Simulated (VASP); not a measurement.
Input of a VASP 6.6.1 run:

The input INCAR:

```
ALGO = Normal
EDIFF = 1E-6
ENCUT = 1000
GGA = PE
GGA_COMPAT = F
ISIF = 2
ISMEAR = -1
LASPH = T
LCHARG = F
LREAL = F
LWAVE = F
NBANDS = 30
NELM = 120
PREC = Accurate
SIGMA = 0.02
```

KPOINTS

```
k-points
0
Gamma
  1 1 1
```

The input POSCAR:

```
H2CO
1.0
    6.4150690000      0.0000000000      0.0000000000
    0.0000000000      6.4150690000      0.0000000000
    0.0000000000      0.0000000000      6.4150690000
O C H
3 3 6
Direct
    0.8207861833      1.1620140017      0.5799469967
    1.0385546905      0.5818175923      0.7698124525
    0.2067787580      0.6998209996      0.1581432717
    0.6829700507      1.1406424467      0.4766745299
    0.8826717218      0.6326822050      0.8375591907
    0.1632250565      0.8017840494      0.3030209028
    0.2913296802      0.0889312336      0.8947058870
    0.2617275044      0.1928895854      0.9468487401
    0.8572160331      0.0904588867     -0.0873256391
    0.8469589337      0.1459532236      0.0159312394
    0.6674596953      0.6276783617      0.5443121500
    0.6391513482      0.5986373646      0.4275558065
```

Potentials or basis: VASP PAW PBE potentials, release 64 (O_h, C_h, H_h).

Command:

```bash
$ cat potpaw_PBE.64/O_h/POTCAR potpaw_PBE.64/C_h/POTCAR potpaw_PBE.64/H_h/POTCAR > POTCAR
$ mpirun -np 1 vasp_gam > vasp.out
```

(1) What does it give for the largest force?

(2) What does it give for the pressure?

Answers

(1) 3.605 eV/Å.

(2) 0.1 GPa.

Caveat: the k points lie up to 0.98 Å⁻¹ apart, too coarse for converged energies, forces and pressures.
